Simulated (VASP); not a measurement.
# CoO (Fm-3m) in VASP: single point with PBE+U

Aim: the single point of CoO with PBE+U.

All numbers are computed with VASP 6.6.1; they aren't measurements. Logs are shortened: lines on timing, memory, paths and dates and some standing lists are left out, and cuts for length are marked.

**1. The cell of the first run**

Symmetry: Fm-3m, No. 225, cubic system. Conventional cell: a = 4.328 Å, b = 4.328 Å, c = 4.328 Å, α = 90.00°, β = 90.00°, γ = 90.00°. Within 2.9 Å of Co (site symmetry m-3m) lie 6 O at 2.16 Å. O (site symmetry m-3m) has 6 Co at 2.16 Å within 2.9 Å.

**2. Single point, PBE+U, collinear spin, ferromagnetic start**

INCAR reads:

```
  PREC = Accurate
  ENCUT = 600
  EDIFF = 1E-6
  ISMEAR = 0
  SIGMA = 0.0304
  LREAL = F
  LASPH = T
  NELM = 200
  ALGO = Normal
  ISIF = 2
  LWAVE = F
  LCHARG = F
  ISPIN = 2
  MAGMOM = 3 3 0 0
  LORBIT = 11
  LMAXMIX = 4
  LDAU = T
  LDAUTYPE = 2
  LDAUL = 2 -1
  LDAUU = 1.77 0
  LDAUJ = 0 0
  LDAUPRINT = 1
  GGA = PE
  ISYM = 0
  NBANDS = 27
  GGA_COMPAT = F
```

KPOINTS reads:

```
Automatic mesh
0
Gamma
  7 7 7
```

POSCAR reads:

```
CoO
1.0
    4.3282153400      2.1641076700      2.1641076700
    2.1641076700      4.3282153400      2.1641076700
    2.1641076700      2.1641076700      4.3282153400
Co O
2 2
Direct
    0.0000000000      0.0000000000      0.0000000000
    0.5000000000      0.5000000000      0.5000000000
    0.2500000000      0.2500000000      0.2500000000
    0.7500000000      0.7500000000      0.7500000000
```

Potentials or basis: VASP PAW PBE potentials, release 64 (Co, O).

Run with:

```console
$ cat potpaw_PBE.64/Co/POTCAR potpaw_PBE.64/O/POTCAR > POTCAR
$ mpirun -np 1 vasp_std > vasp.out
```

OUTCAR:

```text
PREC = Accurate
   ENCUT = 600
   EDIFF = 1E-6
   ISMEAR = 0
   LREAL = F
   LASPH = T
   NELM = 200
   ISIF = 2
   ISPIN = 2
   LORBIT = 11
   GGA = PE
   ISYM = 0

 ion  position               nearest neighbor table
   1  0.000  0.000  0.000-   4 2.16   4 2.16   4 2.16   3 2.16   3 2.16   3 2.16   2 3.06   2 3.06
                             2 3.06   2 3.06   2 3.06   2 3.06
   2  0.500  0.500  0.500-   3 2.16   3 2.16   3 2.16   4 2.16   4 2.16   4 2.16   1 3.06   1 3.06
                             1 3.06   1 3.06   1 3.06   1 3.06
   3  0.250  0.250  0.250-   1 2.16   1 2.16   1 2.16   2 2.16   2 2.16   2 2.16
   4  0.750  0.750  0.750-   2 2.16   2 2.16   2 2.16   1 2.16   1 2.16   1 2.16

IMPORTANT INFORMATION: All symmetrisations will be switched off!
NOSYMM: (Re-)initialisation of all symmetry stuff for point group C_1.

----------------------------------------------------------------------------------------

                                     Primitive cell

  volume of cell :      40.5412

  direct lattice vectors                    reciprocal lattice vectors
     4.328215340  2.164107670  2.164107670     0.346563163 -0.115521054 -0.115521054
     2.164107670  4.328215340  2.164107670    -0.115521054  0.346563163 -0.115521054
     2.164107670  2.164107670  4.328215340    -0.115521054 -0.115521054  0.346563163

  length of vectors
     5.300959540  5.300959540  5.300959540     0.383139993  0.383139993  0.383139993

  position of ions in fractional coordinates (direct lattice)
     0.000000000  0.000000000  0.000000000
     0.500000000  0.500000000  0.500000000
     0.250000000  0.250000000  0.250000000
     0.750000000  0.750000000  0.750000000

  ion indices of the primitive-cell ions
   primitive index   ion index
[... 170 lines left out ...]

 occupancies and eigenvectors

  o =  0.1515  v =  0.0000  0.0000  0.0000  0.0000  0.0000  0.0002 -0.0005 -0.2883  0.0004  0.9575      0.0000  0.0000  0.0000  0.0000  0.0000  0.0000  0.0000  0.0000  0.0000  0.0000
  o =  0.1515  v =  0.0000  0.0000  0.0000  0.0000  0.0000 -0.0005  0.0001  0.9575  0.0003  0.2883      0.0000  0.0000  0.0000  0.0000  0.0000  0.0000  0.0000  0.0000  0.0000  0.0000
  o =  0.6448  v =  0.0000  0.0000  0.0000  0.0000  0.0000 -0.7464  0.4644 -0.0006  0.4767  0.0000      0.0000  0.0000  0.0000  0.0000  0.0000  0.0000  0.0000  0.0000  0.0000  0.0000
  o =  0.6451  v =  0.0000  0.0000  0.0000  0.0000  0.0000  0.0206  0.7321 -0.0000 -0.6809  0.0007      0.0000  0.0000  0.0000  0.0000  0.0000  0.0000  0.0000  0.0000  0.0000  0.0000
  o =  0.6458  v =  0.0000  0.0000  0.0000  0.0000  0.0000 -0.6652 -0.4983 -0.0001 -0.5560  0.0001      0.0000  0.0000  0.0000  0.0000  0.0000  0.0000  0.0000  0.0000  0.0000  0.0000
  o =  0.9622  v = -0.3824 -0.7843  0.0006  0.4885  0.0007  0.0000  0.0000  0.0000  0.0000  0.0000      0.0000  0.0000  0.0000  0.0000  0.0000  0.0000  0.0000  0.0000  0.0000  0.0000
  o =  0.9623  v =  0.8360 -0.0685 -0.0014  0.5444  0.0005  0.0000  0.0000  0.0000  0.0000  0.0000      0.0000  0.0000  0.0000  0.0000  0.0000  0.0000  0.0000  0.0000  0.0000  0.0000
  o =  0.9624  v =  0.3936 -0.6166 -0.0012 -0.6819 -0.0001  0.0000  0.0000  0.0000  0.0000  0.0000      0.0000  0.0000  0.0000  0.0000  0.0000  0.0000  0.0000  0.0000  0.0000  0.0000
  o =  1.0003  v =  0.0008 -0.0006  0.3464  0.0005 -0.9381  0.0000  0.0000  0.0000  0.0000  0.0000      0.0000  0.0000  0.0000  0.0000  0.0000  0.0000  0.0000  0.0000  0.0000  0.0000
  o =  1.0003  v = -0.0017  0.0001 -0.9381  0.0006 -0.3464  0.0000  0.0000  0.0000  0.0000  0.0000      0.0000  0.0000  0.0000  0.0000  0.0000  0.0000  0.0000  0.0000  0.0000  0.0000

 number of electron      30.0000002 magnetization       5.9995616

 Free energy of the ion-electron system (eV)
  ---------------------------------------------------
  ext. energy  EPLUGINS =         0.00000000
  ---------------------------------------------------
  free energy    TOTEN  =       -24.09843918 eV

  energy without entropy =      -24.09450580  energy(sigma->0) =      -24.09647249

 E-fermi :   6.9668     XC(G=0): -12.1264

 val. band max:        6.9593095318   @ k =  -0.4286  -0.4286   0.2857
 cond. band min:       6.9719899570   @ k =   0.0000  -0.2857   0.1429
 fundamental gap:      0.0126804251
 Fermi energy:         6.9667981221

 spin component 1

 k-point     1 :       0.0000    0.0000    0.0000
  band No.  band energies     occupation
      1     -12.4190      1.00000
      2     -11.2912      1.00000
      3      -0.5412      1.00000
      4       1.0276      1.00000
      5       1.0276      1.00000
      6       3.0025      1.00000
[... 1433 lines left out ...]
     26      22.4905      0.00000
     27      25.4589      0.00000

 [... further k-points ...]
[... 5 lines left out ...]
  --------------------------------------------------------------------------------------
  -------------------------------------------------------------------------------------
  Total       -2.4458884     -2.4458623     -2.4475489      0.0085922      0.0044089      0.0030075
  in kB      -96.6608557    -96.6598245    -96.7264788      0.3395609      0.1742405      0.1188565
  external PRESSURE =     -96.6823863 kB  Pullay stress =       0.0000000 kB

 VOLUME and BASIS-vectors are now :
 -----------------------------------------------------------------------------
  energy-cutoff  :      600.00
  volume of cell :       40.54
      direct lattice vectors                 reciprocal lattice vectors
     4.328215340  2.164107670  2.164107670     0.346563163 -0.115521054 -0.115521054
     2.164107670  4.328215340  2.164107670    -0.115521054  0.346563163 -0.115521054
     2.164107670  2.164107670  4.328215340    -0.115521054 -0.115521054  0.346563163

 POSITION                                       TOTAL-FORCE (eV/Angst)
 -----------------------------------------------------------------------------------
      0.00000      0.00000      0.00000         0.000000     -0.000000     -0.000000
      4.32822      4.32822      4.32822        -0.000000      0.000000     -0.000000
      2.16411      2.16411      2.16411        -0.000118     -0.000019     -0.000036
      6.49232      6.49232      6.49232         0.000118      0.000019      0.000036
 -----------------------------------------------------------------------------------
    total drift:                               -0.000000      0.000000     -0.000000

  FREE ENERGIE OF THE ION-ELECTRON SYSTEM (eV)
  ---------------------------------------------------
  free  energy   TOTEN  =       -24.0984391758 eV

  energy  without entropy=      -24.0945058044  energy(sigma->0) =      -24.09647249

 total charge

# of ion       s       p       d       tot
------------------------------------------
    1        0.283   0.329   7.104   7.717
    2        0.283   0.329   7.104   7.717
    3        1.550   3.416   0.000   4.966
    4        1.550   3.416   0.000   4.966
--------------------------------------------------
tot          3.667   7.490  14.209  25.366

 magnetization (x)

# of ion       s       p       d       tot
------------------------------------------
    1        0.020   0.017   2.649   2.686
    2        0.020   0.017   2.649   2.686
    3        0.025   0.256   0.000   0.281
    4        0.025   0.256   0.000   0.281
--------------------------------------------------
tot          0.090   0.546   5.297   5.933
```

OSZICAR:

```text
N       E                     dE             d eps       ncg     rms          rms(c)
DAV:   1     0.265753541984E+03    0.26575E+03   -0.15213E+04 18752   0.152E+03
DAV:   2     0.361272804750E+00   -0.26539E+03   -0.23610E+03 19228   0.336E+02
DAV:   3    -0.284021021514E+02   -0.28763E+02   -0.27647E+02 20516   0.122E+02
[... 22 lines left out ...]
DAV:  26    -0.240984881337E+02    0.25041E-04   -0.65243E-04 24448   0.104E-01    0.479E-02
DAV:  27    -0.240984892906E+02   -0.11569E-05   -0.22680E-04 24279   0.607E-02    0.539E-02
DAV:  28    -0.240984751859E+02    0.14105E-04   -0.19008E-04 15366   0.497E-02    0.447E-02
DAV:  29    -0.240984476597E+02    0.27526E-04   -0.14466E-04 18333   0.489E-02    0.252E-02
DAV:  30    -0.240984387139E+02    0.89457E-05   -0.52304E-05 14203   0.272E-02    0.148E-02
DAV:  31    -0.240984391758E+02   -0.46186E-06   -0.13248E-06 10580   0.989E-03
   1 F= -.24098439E+02 E0= -.24096472E+02  d E =-.393337E-02  mag=     5.9993
```

stdout:

```text
POSCAR found type information on POSCAR CoO
 POSCAR found :  2 types and       4 ions
 scaLAPACK will be used
 LDA part: xc-table for (Slater+PW92), standard interpolation
 POSCAR, INCAR and KPOINTS ok, starting setup
 FFT: planning ... GRIDC
 FFT: planning ... GRID_SOFT
 FFT: planning ... GRID
 WAVECAR not read
 entering main loop
```

Wall time 16 min (1 thread of Intel Xeon 6975P-C (Granite Rapids), shared host); peak memory 0.56 GiB.

Results:

```
Free energy                                           : -24.0984 eV
Pressure                                              : -9.7 GPa
Band gap on the k mesh                                : zero (filled and empty bands overlap)
Net moment                                            : 6.00 μB per cell
Site moments                                          : Co +2.69; O +0.28 μB
Valence electrons inside the program's atomic spheres : Co 7.72; O 4.97
```

Eigenvalues of the final occupation matrices:
```tsv
site	spin	trace	eigenvalues
site 1 d	1	4.89	0.96 0.96 0.96 1.00 1.00
site 1 d	2	2.24	0.15 0.15 0.64 0.65 0.65
site 2 d	1	4.89	0.96 0.96 0.96 1.00 1.00
site 2 d	2	2.24	0.15 0.15 0.64 0.65 0.65
```

Caveat: the cell stands under tension.
